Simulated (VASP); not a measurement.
Input of a VASP 6.6.1 run:

The input INCAR:

```
SYSTEM = Au
PREC = Accurate ; ENCUT = 520
EDIFF = 1E-7 ; ISMEAR = -1
SIGMA = 0.1 ; LREAL = .False.
LASPH = .True. ; NELM = 60
ALGO = Normal ; ISIF = 2
LWAVE = .False. ; LCHARG = .False.
GGA = RP ; NBANDS = 12
```

Contents of KPOINTS:

```
regular mesh
0
Gamma
  15 15 15
  0 0 0
```

Contents of POSCAR:

```
Au
1.0
   -1.5982541229      1.5982541229      1.5982541229
    1.5982541229     -1.5982541229      1.5982541229
    1.5982541229      1.5982541229     -1.5982541229
Au
1
Direct
    0.0000000000      0.0000000000      0.0000000000
```

Potentials or basis: VASP PAW PBE potentials, release 64 (Au).

The run is started by

```bash
$ cat potpaw_PBE.64/Au/POTCAR > POTCAR
$ mpirun -np 1 vasp_std > vasp.out
```

Q: Predict the pressure.

A: 22.3 GPa.

Caveat: the PAW data sets were made with another functional, which shifts forces and pressure a little.
